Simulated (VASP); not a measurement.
# GaGe3 (Fm-3m) in VASP: a series of runs

The runs below take GaGe3 through single point, with PBE, r2SCAN.

All numbers are computed with VASP 6.6.1; they aren't measurements. Logs are shortened: lines on timing, memory, paths and dates and some standing lists are left out, and cuts for length are marked.

## Step 1: The cell of the first run

The structure is cubic, space group Fm-3m (No. 225). The conventional cell has a = 6.907 Å, b = 6.907 Å, c = 6.907 Å, α = 90.00°, β = 90.00°, γ = 90.00°. Within 3.9 Å of Ge (site symmetry m-3m) lie 8 Ge at 2.99 Å and 6 Ga at 3.45 Å. Ge (site symmetry -43m) has 4 Ga at 2.99 Å and 10 Ge at 2.99 to 3.45 Å within 3.9 Å. Within 3.9 Å of Ga (site symmetry m-3m) lie 14 Ge at 2.99 to 3.45 Å.

## Step 2: Single point, PBE

File INCAR:

```
SYSTEM = GaGe3
ALGO = Normal
EDIFF = 1E-6
ENCUT = 520
GGA = PE
ISIF = 2
ISMEAR = -1
LASPH = .TRUE.
LCHARG = .FALSE.
LREAL = .FALSE.
LWAVE = .FALSE.
NBANDS = 36
NELM = 80
PREC = Accurate
SIGMA = 0.05
```

File KPOINTS:

```
k-points
0
G
  7 7 7
  0 0 0
```

File POSCAR:

```
GaGe3
1.0
    0.0000000000      3.4535989049      3.4535989049
    3.4535989049      0.0000000000      3.4535989049
    3.4535989049      3.4535989049      0.0000000000
Ge Ga
3 1
Direct
    0.5000000000      0.5000000000      0.5000000000
    0.7500000000      0.7500000000      0.7500000000
    0.2500000000      0.2500000000      0.2500000000
    0.0000000000      0.0000000000      0.0000000000
```

Potentials or basis: VASP PAW PBE potentials, release 64 (Ge_d, Ga_d).

The run is started by

```bash
$ cat potpaw_PBE.64/Ge_d/POTCAR potpaw_PBE.64/Ga_d/POTCAR > POTCAR
$ mpirun -np 1 vasp_std > vasp.out
```

OUTCAR:

```text
SYSTEM = GaGe3
   EDIFF = 1E-6
   ENCUT = 520
   GGA = PE
   ISIF = 2
   ISMEAR = -1
   LASPH = .TRUE.
   LREAL = .FALSE.
   NELM = 80
   PREC = Accurate

 ion  position               nearest neighbor table
   1  0.500  0.500  0.500-
   2  0.750  0.750  0.750-
   3  0.250  0.250  0.250-
   4  0.000  0.000  0.000-

  LATTYP: Found a face centered cubic cell.
 ALAT       =     6.9071978098

  Lattice vectors:

 A1 = (   0.0000000000,   3.4535989049,   3.4535989049)
 A2 = (   3.4535989049,   0.0000000000,   3.4535989049)
 A3 = (   3.4535989049,   3.4535989049,   0.0000000000)

Analysis of symmetry for initial positions (statically):
=====================================================================
 Subroutine PRICEL returns:
 Original cell was already a primitive cell.

 Routine SETGRP: Setting up the symmetry group for a
 face centered cubic supercell.

 Subroutine GETGRP returns: Found 48 space group operations
 (whereof 48 operations were pure point group operations)
 out of a pool of 48 trial point group operations.

The static configuration has the point symmetry O_h .

Analysis of symmetry for dynamics (positions and initial velocities):
=====================================================================
 Subroutine PRICEL returns:
 Original cell was already a primitive cell.

 Routine SETGRP: Setting up the symmetry group for a
 face centered cubic supercell.

 Subroutine GETGRP returns: Found 48 space group operations
 (whereof 48 operations were pure point group operations)
 out of a pool of 48 trial point group operations.

The dynamic configuration has the point symmetry O_h .

 Subroutine INISYM returns: Found 48 space group operations
 (whereof 48 operations are pure point group operations),
 and found     1 'primitive' translations

----------------------------------------------------------------------------------------

                                     Primitive cell

  volume of cell :      82.3845

  direct lattice vectors                    reciprocal lattice vectors
     0.000000000  3.453598905  3.453598905    -0.144776511  0.144776511  0.144776511
     3.453598905  0.000000000  3.453598905     0.144776511 -0.144776511  0.144776511
     3.453598905  3.453598905  0.000000000     0.144776511  0.144776511 -0.144776511

  length of vectors
     4.884126410  4.884126410  4.884126410     0.250760273  0.250760273  0.250760273

  position of ions in fractional coordinates (direct lattice)
     0.500000000  0.500000000  0.500000000
     0.750000000  0.750000000  0.750000000
     0.250000000  0.250000000  0.250000000
     0.000000000  0.000000000  0.000000000

  ion indices of the primitive-cell ions
   primitive index   ion index
                 1           1
                 2           2
                 3           3
                 4           4

----------------------------------------------------------------------------------------

 KPOINTS: k-points

Automatic generation of k-mesh.
 Grid dimensions read from file:
 generate k-points for:    7    7    7

 Generating k-lattice:

  Cartesian coordinates                     Fractional coordinates (reciprocal lattice)
    -0.020682359  0.020682359  0.020682359     0.142857143  0.000000000  0.000000000
     0.020682359 -0.020682359  0.020682359     0.000000000  0.142857143  0.000000000
     0.020682359  0.020682359 -0.020682359     0.000000000  0.000000000  0.142857143

  Length of vectors
     0.035822896  0.035822896  0.035822896

  Shift w.r.t. Gamma in fractional coordinates (k-lattice)
     0.000000000  0.000000000  0.000000000

 Subroutine IBZKPT returns following result:
 ===========================================

 Found     20 irreducible k-points:

 Following reciprocal coordinates:
            Coordinates               Weight
  0.000000  0.000000  0.000000      1.000000
  0.142857  0.000000  0.000000      8.000000
  0.285714  0.000000  0.000000      8.000000
  0.428571  0.000000  0.000000      8.000000
  0.142857  0.142857  0.000000      6.000000
  0.285714  0.142857  0.000000     24.000000
[... 12 lines left out ...]
 -0.428571  0.428571  0.142857     24.000000
 -0.285714  0.428571  0.142857     24.000000
   k-points           NKPTS =     20   k-points in BZ     NKDIM =     20   number of bands    NBANDS=     36
   number of dos      NEDOS =    301   number of ions     NIONS =      4
   total plane-waves  NPLWV =  46656
   dimension x,y,z NGX =    36 NGY =   36 NGZ =   36
   dimension x,y,z NGXF=    72 NGYF=   72 NGZF=   72
   ions per type =               3   1
   NGX,Y,Z   is equivalent  to a cutoff of  12.25, 12.25, 12.25 a.u.
   NGXF,Y,Z  is equivalent  to a cutoff of  24.51, 24.51, 24.51 a.u.
 SYSTEM =  GaGe3
   PREC   = accura    normal or accurate (medium, high low for compatibility)
   ISTART =      0    job   : 0-new  1-cont  2-samecut
   ICHARG =      2    charge: 1-file 2-atom 10-const
   ISPIN  =      1    spin polarized calculation?
   LNONCOLLINEAR =      F non collinear calculations
   LSORBIT =      F    spin-orbit coupling
   LASPH  =      T    aspherical Exc in radial PAW
   ENCUT  =  520.0 eV  38.22 Ry    6.18 a.u.   9.08  9.08  9.08*2*pi/ulx,y,z
   NELM   =     80;   NELMIN=  2; NELMDL= -5     # of ELM steps
   EDIFF  = 0.1E-05   stopping-criterion for ELM
   LREAL  =      F    real-space projection
   EDIFFG = 0.1E-04   stopping-criterion for IOM
   NSW    =      0    number of steps for IOM
   IBRION =     -1    ionic relax: 0-MD 1-quasi-New 2-CG
   NFREE  =      0    steps in history (QN), initial steepest desc. (CG)
   ISIF   =      2    stress and relaxation
   ISYM   =      2    0-nonsym 1-usesym 2-fastsym
   POTIM  = 0.5000    time-step for ionic-motion
   TEBEG  =    0.0;   TEEND  =   0.0 temperature during run
   PSTRESS=    0.0 pullay stress
   NELECT =      55.0000    total number of electrons
   NUPDOWN=      -1.0000    fix difference up-down
   EMIN   =  10.00;   EMAX   =-10.00  energy-range for DOS
   EFERMI =   0.00;   METHOD = LEGACY
   ISMEAR =    -1;   SIGMA  =   0.05  broadening in eV -4-tet -1-fermi 0-gaus
   EFERMI_NEDOS =   21; number of points for ismear=-14 and -15
   IALGO  =     38    algorithm
   IMIX   =      4    mixing-type and parameters
     AMIX     =   0.40;   BMIX     =  1.00
     AMIX_MAG =   1.60;   BMIX_MAG =  1.00
  volume/ion in A,a.u.               =      20.60       138.99
  Fermi-wavevector in a.u.,A,eV,Ry     =   1.430805  2.703830 27.853893  2.047203
  Thomas-Fermi vector in A             =   2.550611
   LORBIT       =      0    0 simple, 1 ext, 2 COOP (PROOUT), +10 PAW based schemes
   GGA     = PE    functional components
   LHFCALC =     F    Hartree Fock is set to
   AEXX    =    0.0000 exact exchange contribution
   IVDW    =     0    specifies the selected vdW correction
   LEPSILON=     F    determine dielectric tensor
   LRPA    =     F    only Hartree local field effects (RPA)
 non-spin polarized calculation
  energy-cutoff  :      520.00
  volume of cell :       82.38
 maximum number of plane-waves:      2239
   NGX = 19   NGY = 19   NGZ = 19

 number of electron      54.9999963 magnetization

 Free energy of the ion-electron system (eV)
  ---------------------------------------------------
  ext. energy  EPLUGINS =         0.00000000
  ---------------------------------------------------
  free energy    TOTEN  =       -15.46577357 eV

  energy without entropy =      -15.45382002  energy(sigma->0) =      -15.45979679

 E-fermi :   5.5305     XC(G=0): -10.8008

 val. band max:        5.4908673427   @ k =  -0.4286   0.1429   0.0000
 cond. band min:       5.5473061656   @ k =   0.4286   0.2857   0.0000
 fundamental gap:      0.0564388229
 Fermi energy:         5.5305210012

 k-point     1 :       0.0000    0.0000    0.0000
  band No.  band energies     occupation
      1     -19.1291      2.00000
      2     -19.1291      2.00000
      3     -19.1234      2.00000
      4     -19.1234      2.00000
      5     -19.1234      2.00000
      6     -19.1107      2.00000
[... 28 lines left out ...]
     35      10.3477      0.00000
     36      14.7008      0.00000

 k-point     2 :       0.1429    0.0000    0.0000
  band No.  band energies     occupation
      1     -19.1268      2.00000
      2     -19.1268      2.00000
      3     -19.1268      2.00000
      4     -19.1257      2.00000
      5     -19.1257      2.00000
      6     -19.1085      2.00000
[... 28 lines left out ...]
     35      11.1644      0.00000
     36      13.2699      0.00000

 k-point     3 :       0.2857    0.0000    0.0000
  band No.  band energies     occupation
      1     -19.1312      2.00000
      2     -19.1312      2.00000
      3     -19.1278      2.00000
      4     -19.1186      2.00000
      5     -19.1186      2.00000
      6     -19.1051      2.00000
[... 28 lines left out ...]
     35      12.7265      0.00000
     36      12.7265      0.00000

 k-point     4 :       0.4286    0.0000    0.0000
  band No.  band energies     occupation
      1     -19.1344      2.00000
      2     -19.1344      2.00000
      3     -19.1241      2.00000
      4     -19.1089      2.00000
      5     -19.1089      2.00000
      6     -19.1030      2.00000
[... 28 lines left out ...]
     35      11.0795      0.00000
     36      12.6192      0.00000

 k-point     5 :       0.1429    0.1429    0.0000
  band No.  band energies     occupation
      1     -19.1293      2.00000
      2     -19.1293      2.00000
      3     -19.1267      2.00000
      4     -19.1246      2.00000
      5     -19.1208      2.00000
      6     -19.1111      2.00000
[... 499 lines left out ...]
 k-point    18 :      -0.4286    0.2857    0.1429
  band No.  band energies     occupation
      1     -19.1352      2.00000
      2     -19.1325      2.00000
      3     -19.1251      2.00000
      4     -19.1131      2.00000
      5     -19.1110      2.00000
      6     -19.1053      2.00000
[... 28 lines left out ...]
     35      12.2978      0.00000
     36      12.7365      0.00000

 k-point    19 :      -0.4286    0.4286    0.1429
  band No.  band energies     occupation
      1     -19.1363      2.00000
      2     -19.1349      2.00000
      3     -19.1205      2.00000
      4     -19.1177      2.00000
      5     -19.1117      2.00000
      6     -19.1055      2.00000
[... 28 lines left out ...]
     35      11.9826      0.00000
     36      12.1894      0.00000

 k-point    20 :      -0.2857    0.4286    0.1429
  band No.  band energies     occupation
      1     -19.1358      2.00000
      2     -19.1301      2.00000
      3     -19.1273      2.00000
      4     -19.1145      2.00000
      5     -19.1094      2.00000
      6     -19.1064      2.00000
[... 28 lines left out ...]
     35      11.8998      0.00000
     36      12.1794      0.00000

------------------------ aborting loop because EDIFF is reached ----------------------------------------

  FORCE on cell =-STRESS in cart. coord.  units (eV):
  Direction    XX          YY          ZZ          XY          YZ          ZX
  --------------------------------------------------------------------------------------
  -------------------------------------------------------------------------------------
  Total       -1.8980065     -1.8980065     -1.8980065      0.0000000     -0.0000000      0.0000000
  in kB      -36.9115757    -36.9115757    -36.9115757      0.0000000     -0.0000000      0.0000000
  external PRESSURE =     -36.9115757 kB  Pullay stress =       0.0000000 kB

 VOLUME and BASIS-vectors are now :
 -----------------------------------------------------------------------------
  energy-cutoff  :      520.00
  volume of cell :       82.38
      direct lattice vectors                 reciprocal lattice vectors
     0.000000000  3.453598905  3.453598905    -0.144776511  0.144776511  0.144776511
     3.453598905  0.000000000  3.453598905     0.144776511 -0.144776511  0.144776511
     3.453598905  3.453598905  0.000000000     0.144776511  0.144776511 -0.144776511

 POSITION                                       TOTAL-FORCE (eV/Angst)
 -----------------------------------------------------------------------------------
      3.45360      3.45360      3.45360        -0.000000      0.000000     -0.000000
      5.18040      5.18040      5.18040        -0.000000      0.000000     -0.000000
      1.72680      1.72680      1.72680         0.000000     -0.000000      0.000000
      0.00000      0.00000      0.00000        -0.000000      0.000000     -0.000000
 -----------------------------------------------------------------------------------
    total drift:                                0.000000      0.000000      0.000000

  FREE ENERGIE OF THE ION-ELECTRON SYSTEM (eV)
  ---------------------------------------------------
  free  energy   TOTEN  =       -15.4657735678 eV

  energy  without entropy=      -15.4538200180  energy(sigma->0) =      -15.45979679
```

Wall time 33 s (1 thread of AMD EPYC 9R45 (Zen 5), shared host); peak memory 0.2 GiB.

Results:

- Free energy: -15.4658 eV
- Pressure: -3.7 GPa

## Step 3: Single point, r2SCAN

This run uses another cell than the first one, of 18.26 Å³/atom, 0.887 times its volume.

File POSCAR:

```
GaGe3
1.0
    0.0000000000      3.3180217411      3.3180217411
    3.3180217411      0.0000000000      3.3180217411
    3.3180217411      3.3180217411      0.0000000000
Ge Ga
3 1
Direct
    0.5000000000      0.5000000000      0.5000000000
    0.7500000000      0.7500000000      0.7500000000
    0.2500000000      0.2500000000      0.2500000000
    0.0000000000      0.0000000000      0.0000000000
```

File INCAR.step1:

```
  ALGO = Normal
  EDIFF = 1E-4
  ENCUT = 520
  GGA = PE
  ISMEAR = -1
  LASPH = True
  LCHARG = False
  LREAL = False
  LWAVE = True
  NBANDS = 36
  NELM = 80
  PREC = Accurate
  SIGMA = 0.05
```

File INCAR.step2:

```
  ALGO = Normal
  EDIFF = 1E-6
  ENCUT = 520
  ISIF = 2
  ISMEAR = -1
  ISTART = 1
  LASPH = True
  LCHARG = True
  LELF = True
  LMIXTAU = True
  LREAL = False
  LVHAR = True
  LWAVE = False
  METAGGA = R2SCAN
  NBANDS = 36
  NELM = 80
  PREC = Accurate
  SIGMA = 0.05
```

File KPOINTS:

```
k-points
0
Gamma
  7 7 7
```

Potentials or basis: VASP PAW PBE potentials, release 64 (Ge_d, Ga_d).

The run is started by

```bash
$ cat potpaw_PBE.64/Ge_d/POTCAR potpaw_PBE.64/Ga_d/POTCAR > POTCAR
$ cp INCAR.step1 INCAR
$ mpirun -np 1 vasp_std > vasp.out
$ cp INCAR.step2 INCAR
$ mpirun -np 1 vasp_std > vasp.out
```

Wall time 2.2 min (1 thread of AMD EPYC 9R45 (Zen 5), shared host); peak memory 0.2 GiB.

The run converged. Its results:

* Free energy: -51.2601 eV
* Pressure: 1.5 GPa

Levels at points of the mesh, in eV from the Fermi level:
```
           k point  band 24  band 25  band 26  band 27  band 28  band 29  band 30  band 31  band 32  band 33
(0.00, 0.00, 0.00)    -1.74    -1.74    -1.74    -1.43    -1.43    -1.43    -0.47     0.27     0.27     0.27
```

Caveat: the PAW data sets were made with another functional, which shifts forces and pressure a little.

## Step 4: Single point, r2SCAN

This run uses another cell than the first one, of 18.65 Å³/atom, 0.906 times its volume.

File POSCAR:

```
GaGe3
1.0
    0.0000000000      3.3413888613      3.3413888613
    3.3413888613      0.0000000000      3.3413888613
    3.3413888613      3.3413888613      0.0000000000
Ge Ga
3 1
Direct
    0.5000000000      0.5000000000      0.5000000000
    0.7500000000      0.7500000000      0.7500000000
    0.2500000000      0.2500000000      0.2500000000
    0.0000000000      0.0000000000      0.0000000000
```

File INCAR.step1:

```
SYSTEM = GaGe3
PREC     = Accurate       ! precision mode
ENCUT    = 520            ! plane-wave cutoff, eV
ISMEAR   = -1             ! smearing method
SIGMA    = 0.05           ! smearing width, eV
LREAL    = .False.        ! projectors in reciprocal space
LASPH    = .True.         ! aspherical terms in the spheres
NELM     = 60             ! most SCF steps
NBANDS   = 36             ! bands
GGA      = PE             ! functional
ALGO     = Normal         ! electronic algorithm
EDIFF    = 1E-4           ! SCF threshold, eV
LWAVE    = .True.         ! write WAVECAR
LCHARG   = .False.        ! write CHGCAR
```

File INCAR.step2:

```
SYSTEM = GaGe3
PREC     = Accurate       ! precision mode
ENCUT    = 520            ! plane-wave cutoff, eV
EDIFF    = 1E-7           ! SCF threshold, eV
ISMEAR   = -1             ! smearing method
SIGMA    = 0.05           ! smearing width, eV
LREAL    = .False.        ! projectors in reciprocal space
LASPH    = .True.         ! aspherical terms in the spheres
NELM     = 60             ! most SCF steps
ALGO     = Normal         ! electronic algorithm
ISIF     = 2              ! what is computed and relaxed
LWAVE    = .False.        ! write WAVECAR
LCHARG   = .False.        ! write CHGCAR
METAGGA  = R2SCAN         ! meta-GGA
LMIXTAU  = .True.       
NBANDS   = 36             ! bands
ISTART   = 1
```

File KPOINTS:

```
Automatic mesh
0
Gamma
  7 7 7
  0 0 0
```

The run is started by

```bash
$ cat potpaw_PBE.64/Ge_d/POTCAR potpaw_PBE.64/Ga_d/POTCAR > POTCAR
$ cp INCAR.step1 INCAR
$ mpirun -np 1 vasp_std > vasp.out
$ cp INCAR.step2 INCAR
$ mpirun -np 1 vasp_std > vasp.out
```

Wall time 2.5 min (1 thread of AMD EPYC 9R45 (Zen 5), shared host); peak memory 0.2 GiB.

The run converged. Its results:

| Item | Value |
| --- | --- |
| Free energy | -51.2682 eV |
| Pressure | 0.0 GPa |

Levels at points of the mesh, in eV from the Fermi level:
```
           k point  band 26  band 27  band 28  band 29  band 30  band 31
(0.00, 0.00, 0.00)    -1.70    -1.38    -1.38    -1.38    -0.64     0.27
```

Caveat: the PAW data sets were made with another functional, which shifts forces and pressure a little.

## Step 5: The runs side by side

| level | cell | gap on the mesh (eV) | pressure (GPa) |
| --- | --- | --- | --- |
| PBE | a = 4.884 Å, angles 60.0°, 4 atoms | none | -3.7 |
| r2SCAN | a = 4.692 Å, angles 60.0°, 4 atoms | none | 1.5 |
| r2SCAN | a = 4.725 Å, angles 60.0°, 4 atoms | none | 0.0 |

Alike in all rows: task single point; potentials or basis VASP PAW PBE potentials, release 64 (Ge_d, Ga_d); no spin polarisation; k mesh 7 × 7 × 7; cutoff (eV) 520; smearing fermi-dirac 0.05 eV.

Caveats: the PAW data sets were made with another functional, which shifts forces and pressure a little (some runs).

Absolute energies hang on the potentials; compare differences alone.
